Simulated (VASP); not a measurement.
Wanted: the native input for a VASP 6.6.1 run.

```yaml
Task: single point
Functional: PBEsol
Potentials_or_basis: VASP PAW PBE potentials, release 64 (Cd, Te)
Cutoff: 500 eV
k_mesh: 5 × 5 × 5
Occupations: gaussian, width 0.01 eV
Spin: no spin polarisation
Dipole_correction: no
Further_INCAR_settings: ALGO = Normal; EDIFF = 1e-06; NBANDS = 16
```

The structure of CdTe lies in POSCAR:

```
CdTe
1.0
    0.0000000000      3.2471758892      3.2471758892
    3.2471758892      0.0000000000      3.2471758892
    3.2471758892      3.2471758892      0.0000000000
Cd Te
1 1
Direct
    0.0000000000      0.0000000000      0.0000000000
    0.2500000000      0.2500000000      0.2500000000
```

These files were run (other wordings do the same):

INCAR

```
PREC = Accurate ; ENCUT = 500
EDIFF = 1E-6 ; ISMEAR = 0
SIGMA = 0.01 ; LREAL = False
LASPH = True ; NELM = 120
ALGO = Normal ; ISIF = 2
LWAVE = False ; LCHARG = False
GGA = PS ; NBANDS = 16
GGA_COMPAT = False
```

KPOINTS

```
regular mesh
0
Gamma
  5 5 5
```

Potentials or basis: VASP PAW PBE potentials, release 64 (Cd, Te).

Command:

```bash
$ cat potpaw_PBE.64/Cd/POTCAR potpaw_PBE.64/Te/POTCAR > POTCAR
$ mpirun -np 1 vasp_std > vasp.out
```

Results of the run:

The pressure is 0.1 GPa. The band gap on the k mesh is 0.64 eV, direct.

Caveat: the PAW data sets were made with another functional, which shifts forces and pressure a little; spin-orbit coupling is left out, which moves the levels of the heavy elements.

Wall time 15 s on 1 thread of Intel Xeon 6975P-C, with other jobs on the host, peak memory 0.2 GiB.
